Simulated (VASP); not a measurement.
# LiBe16 (a cell with a defect) in VASP: relaxation of the atoms with PBEsol

Aim: the relaxation of the atoms of LiBe16 (a cell with a defect) with PBEsol.

All numbers are computed with VASP 6.6.1; they aren't measurements. Logs are shortened: lines on timing, memory, paths and dates and some standing lists are left out, and cuts for length are marked.

## 1. The cell of the first run

The cell holds a defect, 17 atoms: a = 4.580 Å, b = 3.966 Å, c = 7.177 Å, α = 90.00°, β = 90.00°, γ = 90.00°.

## 2. Relaxation of the atoms, PBEsol

INCAR

```
PREC = Accurate
ENCUT = 520
EDIFF = 1E-6
ISMEAR = -1
SIGMA = 0.05
LREAL = Auto
LASPH = T
NELM = 80
ALGO = Normal
ISIF = 2
LWAVE = F
LCHARG = F
GGA = PS
IBRION = 2
NSW = 45
EDIFFG = -0.08
```

KPOINTS

```
regular mesh
0
Gamma
  3 3 2
```

POSCAR

```
LiBe16
1.0
   -2.2900000000     -3.9663960000      0.0000000000
    3.4350000000     -1.9831980000      0.0000000000
    0.0000000000      0.0000000000      7.1768600000
Be Li
16 1
Direct
    0.7500000000      0.5000000000      0.0000000000
    0.5000000000      0.3333333000      0.2500000000
    0.7500000000      0.5000000000      0.5000000000
    0.5000000000      0.3333333000      0.7500000000
    0.5000000000      0.0000000000      0.0000000000
    0.2500000000      0.8333333000      0.2500000000
    0.5000000000      0.0000000000      0.5000000000
    0.2500000000      0.8333333000      0.7500000000
    0.2500000000      0.5000000000      0.0000000000
    0.0000000000      0.3333333000      0.2500000000
    0.2500000000      0.5000000000      0.5000000000
    0.0000000000      0.3333333000      0.7500000000
    0.0000000000      0.0000000000      0.0000000000
    0.7500000000      0.8333333000      0.2500000000
    0.0000000000      0.0000000000      0.5000000000
    0.7500000000      0.8333333000      0.7500000000
   -0.0034373000      0.6820984000      0.1229727000
```

Potentials or basis: VASP PAW PBE potentials, release 64 (Be, Li_sv).

On the command line:

```console
cat potpaw_PBE.64/Be/POTCAR potpaw_PBE.64/Li_sv/POTCAR > POTCAR
mpirun -np 1 vasp_std > vasp.out
```

OUTCAR:

```text
PREC = Accurate
   ENCUT = 520
   EDIFF = 1E-6
   ISMEAR = -1
   LREAL = Auto
   LASPH = T
   NELM = 80
   ISIF = 2
   GGA = PS
   IBRION = 2
   NSW = 45
   EDIFFG = -0.08

 ion  position               nearest neighbor table
   1  0.750  0.500  0.000-  17 1.60  16 2.23  14 2.23   4 2.23   2 2.23  12 2.23  10 2.23  13 2.29
                             9 2.29   5 2.29   9 2.29  13 2.29   5 2.29
   2  0.500  0.333  0.250-   5 2.23   7 2.23   1 2.23   3 2.23   9 2.23  11 2.23  10 2.29  14 2.29
                             6 2.29  10 2.29  14 2.29   6 2.29
   3  0.750  0.500  0.500-  14 2.23  16 2.23   2 2.23   4 2.23  10 2.23  12 2.23  15 2.29  11 2.29
                             7 2.29  11 2.29  15 2.29   7 2.29
   4  0.500  0.333  0.750-   5 2.23   7 2.23   1 2.23   3 2.23   9 2.23  11 2.23  12 2.29  16 2.29
                             8 2.29  12 2.29  16 2.29   8 2.29
   5  0.500  0.000  0.000-   2 2.23   4 2.23   6 2.23   8 2.23  14 2.23  16 2.23   1 2.29  13 2.29
                             9 2.29  13 2.29   9 2.29   1 2.29
   6  0.250  0.833  0.250-  17 1.59  11 2.23   9 2.23   7 2.23   5 2.23  15 2.23  13 2.23   2 2.29
                            14 2.29  10 2.29  14 2.29  10 2.29   2 2.29
   7  0.500  0.000  0.500-   2 2.23   4 2.23   6 2.23   8 2.23  14 2.23  16 2.23  15 2.29   3 2.29
                            11 2.29  15 2.29  11 2.29   3 2.29
   8  0.250  0.833  0.750-   9 2.23  11 2.23   5 2.23   7 2.23  13 2.23  15 2.23   4 2.29  16 2.29
                            12 2.29  16 2.29  12 2.29   4 2.29
   9  0.250  0.500  0.000-  17 1.63   8 2.23   6 2.23  12 2.23  10 2.23   4 2.23   2 2.23   5 2.29
                             1 2.29  13 2.29   1 2.29  13 2.29   5 2.29
  10  0.000  0.333  0.250-  17 1.66  15 2.23  13 2.23  11 2.23   9 2.23   3 2.23   1 2.23   6 2.29
                             2 2.29  14 2.29   2 2.29  14 2.29   6 2.29
  11  0.250  0.500  0.500-   6 2.23   8 2.23  10 2.23  12 2.23   2 2.23   4 2.23   7 2.29   3 2.29
                            15 2.29   3 2.29  15 2.29   7 2.29
  12  0.000  0.333  0.750-  13 2.23  15 2.23   9 2.23  11 2.23   1 2.23   3 2.23   4 2.29   8 2.29
                            16 2.29   4 2.29  16 2.29   8 2.29
  13  0.000  0.000  0.000-  17 1.54  12 2.23  10 2.23  16 2.23  14 2.23   8 2.23   6 2.23   9 2.29
                             5 2.29   1 2.29   5 2.29   9 2.29   1 2.29
  14  0.750  0.833  0.250-  17 1.57   3 2.23   1 2.23  15 2.23  13 2.23   7 2.23   5 2.23  10 2.29
                             6 2.29   2 2.29   6 2.29  10 2.29   2 2.29
  15  0.000  0.000  0.500-  10 2.23  12 2.23  14 2.23  16 2.23   6 2.23   8 2.23  11 2.29   7 2.29
                             3 2.29   7 2.29  11 2.29   3 2.29
  16  0.750  0.833  0.750-   1 2.23   3 2.23  13 2.23  15 2.23   5 2.23   7 2.23   8 2.29  12 2.29
                             4 2.29   8 2.29  12 2.29   4 2.29
  17  0.997  0.682  0.123-  13 1.54  14 1.57   6 1.59   1 1.60   9 1.63  10 1.66

  LATTYP: Found a simple orthorhombic cell.
 ALAT       =     3.9663962620
 B/A-ratio  =     1.1547004875
 C/A-ratio  =     1.8094157835

  Lattice vectors:

 A1 = (  -3.4350000000,   1.9831980000,   0.0000000000)
 A2 = (  -2.2900000000,  -3.9663960000,   0.0000000000)
 A3 = (   0.0000000000,   0.0000000000,   7.1768600000)

Analysis of symmetry for initial positions (statically):
=====================================================================
 Subroutine PRICEL returns:
 Original cell was already a primitive cell.
[... 156 lines left out ...]
     AMIX     =   0.40;   BMIX     =  1.00
     AMIX_MAG =   1.60;   BMIX_MAG =  1.00
  volume/ion in A,a.u.               =       7.67        51.75
  Fermi-wavevector in a.u.,A,eV,Ry     =   1.056085  1.995711 15.174786  1.115315
  Thomas-Fermi vector in A             =   2.191307
   LORBIT       =      0    0 simple, 1 ext, 2 COOP (PROOUT), +10 PAW based schemes
   GGA     = PS    functional components
   LHFCALC =     F    Hartree Fock is set to
   AEXX    =    0.0000 exact exchange contribution
   IVDW    =     0    specifies the selected vdW correction
   LEPSILON=     F    determine dielectric tensor
   LRPA    =     F    only Hartree local field effects (RPA)
 conjugate gradient relaxation of ions
 non-spin polarized calculation
  energy-cutoff  :      520.00
  volume of cell :      130.38
 maximum number of plane-waves:      3531
 NGX is ok and might be reduce to    36
   NGX = 17   NGY = 15   NGZ = 27

--------------------------------------- Ionic step        1  -------------------------------------------

 number of electron      34.9999998 magnetization

 Free energy of the ion-electron system (eV)
  ---------------------------------------------------
  ext. energy  EPLUGINS =         0.00000000
  ---------------------------------------------------
  free energy    TOTEN  =       -56.72335335 eV

  energy without entropy =      -56.71082474  energy(sigma->0) =      -56.71708905

------------------------ aborting loop because EDIFF is reached ----------------------------------------

  FORCE on cell =-STRESS in cart. coord.  units (eV):
  Direction    XX          YY          ZZ          XY          YZ          ZX
  --------------------------------------------------------------------------------------
  -------------------------------------------------------------------------------------
  Total       10.0105284     10.8653572     10.6228313      0.6803551      0.0597716     -0.0167868
  in kB      123.0188211    133.5237637    130.5433772      8.3608458      0.7345299     -0.2062921
  external PRESSURE =     129.0286540 kB  Pullay stress =       0.0000000 kB
[... 134 lines left out ...]
  FREE ENERGIE OF THE ION-ELECTRON SYSTEM (eV)
  ---------------------------------------------------
  free  energy   TOTEN  =       -60.0091249660 eV

  energy  without entropy=      -59.9926121499  energy(sigma->0) =      -60.00086856

[... ionic steps 4 to 11 ...]

--------------------------------------- Ionic step       12  -------------------------------------------

 number of electron      34.9999999 magnetization

------------------------ aborting loop because EDIFF is reached ----------------------------------------
[... 97 lines left out ...]
--------------------------------------- Ionic step       14  -------------------------------------------

 number of electron      34.9999999 magnetization

 Free energy of the ion-electron system (eV)
  ---------------------------------------------------
  ext. energy  EPLUGINS =         0.00000000
  ---------------------------------------------------
  free energy    TOTEN  =       -60.63364797 eV

  energy without entropy =      -60.62340929  energy(sigma->0) =      -60.62852863

 E-fermi :   6.9021     XC(G=0): -10.6585

 val. band max:        6.7468336660   @ k =   0.3333   0.3333   0.0000
 cond. band min:       6.9945010991   @ k =   0.0000   0.0000   0.0000
 fundamental gap:      0.2476674331
 Fermi energy:         6.9020783325

 k-point     1 :       0.0000    0.0000    0.0000
  band No.  band energies     occupation
      1     -38.7200      2.00000
      2      -4.0777      2.00000
      3      -2.1896      2.00000
      4      -1.7259      2.00000
      5       0.9678      2.00000
      6       1.1384      2.00000
[... 323 lines left out ...]
  FREE ENERGIE OF THE ION-ELECTRON SYSTEM (eV)
  ---------------------------------------------------
  free  energy   TOTEN  =       -60.6336479713 eV

  energy  without entropy=      -60.6234092938  energy(sigma->0) =      -60.62852863

 reached required accuracy - stopping structural energy minimisation
```

CONTCAR:

```text
LiBe16
   1.00000000000000
    -2.2900000000000000   -3.9663960000000000    0.0000000000000000
     3.4350000000000001   -1.9831980000000000    0.0000000000000000
     0.0000000000000000    0.0000000000000000    7.1768599999999996
  Be              Li
    16     1
Direct
     0.7155516659370312    0.4545113938245862    0.9595758152765282
     0.5007503720941400    0.3736660981894300    0.2271773320357820
     0.7456249661041212    0.4865766234063927    0.4898539065289264
     0.4993463781349583    0.3351235369543749    0.7269167743292611
     0.5008283553745980    0.9595801665114827    0.0246796630653140
     0.2825927503188589    0.8748509271299131    0.2902678815253176
[... 9 lines left out ...]
     0.7449887406670681    0.8470168722346526    0.7611172041863724
     0.9960156209265345    0.6727747248184185    0.1216132969418334

  0.00000000E+00  0.00000000E+00  0.00000000E+00
  0.00000000E+00  0.00000000E+00  0.00000000E+00
  0.00000000E+00  0.00000000E+00  0.00000000E+00
  0.00000000E+00  0.00000000E+00  0.00000000E+00
  0.00000000E+00  0.00000000E+00  0.00000000E+00
  0.00000000E+00  0.00000000E+00  0.00000000E+00
[... 9 lines left out ...]
  0.00000000E+00  0.00000000E+00  0.00000000E+00
  0.00000000E+00  0.00000000E+00  0.00000000E+00
```

Wall time 5.9 min (1 thread of Intel Xeon Platinum 8375C at 2.90GHz (Ice Lake), shared host); peak memory 0.23 GiB.

What came out:

```
Free energy                  : -60.6336 eV
Energy gained by relaxing    : 230.0 meV/atom
Ionic steps                  : 14
Largest force after relaxing : 0.074 eV/Å
Band gap on the k mesh       : zero (an odd number of electrons rules out a gap without spin polarisation)
```

Forces in eV/Å, atoms in the order of the input:
```
Be  -0.034 -0.010 -0.006
Be   0.024 -0.016  0.037
Be  -0.011 -0.017 -0.038
Be   0.012 -0.001 -0.052
Be  -0.025  0.014 -0.049
Be   0.051  0.029 -0.022
Be  -0.003  0.007  0.057
Be   0.016  0.026  0.028
Be   0.001  0.019 -0.006
Be  -0.052  0.026 -0.021
Be   0.008  0.012 -0.031
Be   0.032 -0.018  0.024
Be   0.001 -0.006  0.071
Be   0.008 -0.070 -0.020
Be  -0.039  0.023 -0.029
Be  -0.015 -0.032  0.037
Li   0.026  0.014  0.020
```

Step by step:
| step | energy change (eV) | largest force (eV/Å) | pressure (GPa) |
| --- | --- | --- | --- |
| 1 | 0.0000 | 5.3888 | 12.90 |
| 2 | -3.2461 | 1.3288 | 10.36 |
| 3 | -3.2858 | 1.4053 | 10.84 |
| 4 | -3.5664 | 0.5780 | 10.60 |
| 5 | -3.5978 | 0.7807 | 10.70 |
| 6 | -3.7249 | 0.4246 | 10.86 |
| 7 | -3.7440 | 0.5882 | 11.05 |
| 8 | -3.8355 | 0.3953 | 11.41 |
| 9 | -3.8438 | 0.3709 | 11.57 |
| 10 | -3.8864 | 0.2408 | 11.64 |
| 11 | -3.8885 | 0.2623 | 11.67 |
| 12 | -3.9035 | 0.1639 | 11.71 |
| 13 | -3.9035 | 0.1757 | 11.71 |
| 14 | -3.9103 | 0.0738 | 11.75 |

Final structure:
```cif
data_structure
_symmetry_space_group_name_H-M 'P 1'
_symmetry_Int_Tables_number 1
_cell_length_a 4.5800
_cell_length_b 3.9664
_cell_length_c 7.1769
_cell_angle_alpha 90.000
_cell_angle_beta 90.000
_cell_angle_gamma 90.000
_cell_volume 130.38
loop_
_atom_site_label
_atom_site_type_symbol
_atom_site_fract_x
_atom_site_fract_y
_atom_site_fract_z
_atom_site_occupancy
Be1 Be 0.71555 0.45451 0.95958 1
Be2 Be 0.50075 0.37367 0.22718 1
Be3 Be 0.74562 0.48658 0.48985 1
Be4 Be 0.49935 0.33512 0.72692 1
Be5 Be 0.50083 0.95958 0.02468 1
Be6 Be 0.28259 0.87485 0.29027 1
Be7 Be 0.49952 0.99744 0.52407 1
Be8 Be 0.25500 0.84627 0.76037 1
Be9 Be 0.28364 0.45784 0.96140 1
Be10 Be 0.00077 0.27031 0.26289 1
Be11 Be 0.25436 0.48728 0.49031 1
Be12 Be 0.99996 0.34657 0.73612 1
Be13 Be 0.00135 0.07018 0.98145 1
Be14 Be 0.71635 0.87726 0.29215 1
Be15 Be 0.99992 0.99152 0.51303 1
Be16 Be 0.74499 0.84702 0.76112 1
Li1 Li 0.99602 0.67277 0.12161 1
```

Levels at points of the mesh, in eV from the Fermi level:
| k point | band 14 | band 15 | band 16 | band 17 | band 18 | band 19 | band 20 | band 21 |
| --- | --- | --- | --- | --- | --- | --- | --- | --- |
| (0.00, 0.00, 0.00) | -3.02 | -2.55 | -0.68 | 0.09 | 0.58 | 0.80 | 1.07 | 1.16 |
| (0.00, 0.00, 0.50) | -1.91 | -1.56 | -1.18 | -1.12 | 0.36 | 1.25 | 1.56 | 1.71 |

Caveat: the k points lie up to 0.53 Å⁻¹ apart, too coarse for converged energies and pressures of a metal; the cutoff is under 1.25 times the usual one of these potentials, so pressure, stress and relaxed cells hold a basis-set (Pulay) error; the PAW data sets were made with another functional, which shifts forces and pressure a little; the relaxation stopped at a loose force limit of 0.08 eV/Å, so its end isn't a converged minimum.

The gap in the log of VASP goes by the Fermi energy; the results here count the filled bands.